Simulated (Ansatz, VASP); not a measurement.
**One calculation of SnSe, two programs**

The input INCAR:

```
  PREC = Accurate
  ENCUT = 520
  EDIFF = 1E-8
  ISMEAR = -1
  SIGMA = 0.02
  LREAL = F
  LASPH = T
  NELM = 100
  ALGO = Normal
  ISIF = 2
  LWAVE = F
  LCHARG = F
  GGA = PE
  LEFG = T
  NBANDS = 17
```

KPOINTS

```
regular mesh
0
Gamma
  9 9 9
```

Contents of POSCAR:

```
SnSe
1.0
    0.0000000000      3.0100000000      3.0702000000
    3.0100000000      0.0000000000      3.0702000000
    3.0100000000      3.0100000000      0.0000000000
Sn Se
1 1
Direct
    0.0000000000      0.0000000000      0.0000000000
    0.5000000000      0.5000000000      0.5000000000
```

Input for Ansatz:

```yaml
crystal:
  lattice:
    - [0.0, 3.01, 3.0702]
    - [3.01, 0.0, 3.0702]
    - [3.01, 3.01, 0.0]
  atoms:
    - { symbol: Sn, position: [0.0, 0.0, 0.0] }
    - { symbol: Se, position: [0.5, 0.5, 0.5] }
kpoints:
  mp_grid: { grid: [9, 9, 9] }
scf:
  occupations: { method: fermi_dirac, width: 0.02 }
hamiltonian:
  xc: pbe
  pseudopotentials: { kind: all_electron, datasets: crystal }
output:
  forces: true
  stress: true
  eigenvalues: true
  efg: { contact_densities: true }
```

Change from the starting cell: zz strain of +2 %, crystal datasets.

Alike in both runs: task electric field gradients; functional PBE; k mesh 9 × 9 × 9; occupations fermi-dirac, width 0.02 eV; no spin polarisation.

```csv
,VASP,Ansatz
version,VASP 6.6.1,Ansatz 0.2.0
potentials or method,"VASP PAW PBE potentials, release 64 (Sn_d, Se), cutoff 520 eV","all-electron PAW with datasets made for the crystal, scalar-relativistic"
```

Ansatz gave:

| Item | Value |
| --- | --- |
| pressure (GPa) | 0.1 |
| traceless stress, the component that is largest in VASP (GPa) | -1.42 |
| size of Vzz on the site where it differs most (V/Å²) | 28.5 |

**Question.** What did VASP give for the same quantities?

**Answer.** Pressure (GPa): 0.1; traceless stress, the component that is largest in VASP (GPa): -1.42; size of Vzz on the site where it differs most (V/Å²): 27.2.

Ansatz ran all-electron here, and VASP with PAW potentials.
